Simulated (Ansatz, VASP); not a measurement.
**Two plane-wave programs on SnTe**

```
Sn Te
1.0
     3.80181    0.00000    0.00000
     0.00000    3.80181    0.00000
     0.00000    0.00000    4.15323
Sn Te
1 1
Direct
  0.00000 0.00000 0.00000
  0.50000 0.50000 0.50000
```

Alike in both runs: task single point; functional PBE; k mesh 10 × 10 × 10; occupations gaussian, width 0.1 eV; no spin polarisation.

|  | VASP | Ansatz |
| --- | --- | --- |
| version | VASP 6.6.1 | Ansatz 0.2.0 |
| potentials or method | VASP PAW PBE potentials, release 64 (Sn_d, Te), cutoff 520 eV | scalar-relativistic, plane waves, PAW |
| valence electrons in the cell | 20 | 30 |

Ansatz gave:

```
gap on the k mesh at the Fermi level (eV)                     : none
pressure (GPa)                                                : -0.7
traceless stress, the component that is largest in VASP (GPa) : -2.09
```

Problem. Which values does VASP return?

Solution. gap on the k mesh at the Fermi level (eV): none; pressure (GPa): -0.7; traceless stress, the component that is largest in VASP (GPa): -2.08.

A gap of «none» marks a metal or a gap that the smearing closes. VASP's potentials hold 20 valence electrons a cell and Ansatz's 30, so a difference there can come from the potentials and not from the codes.

Spin-orbit coupling is off throughout.
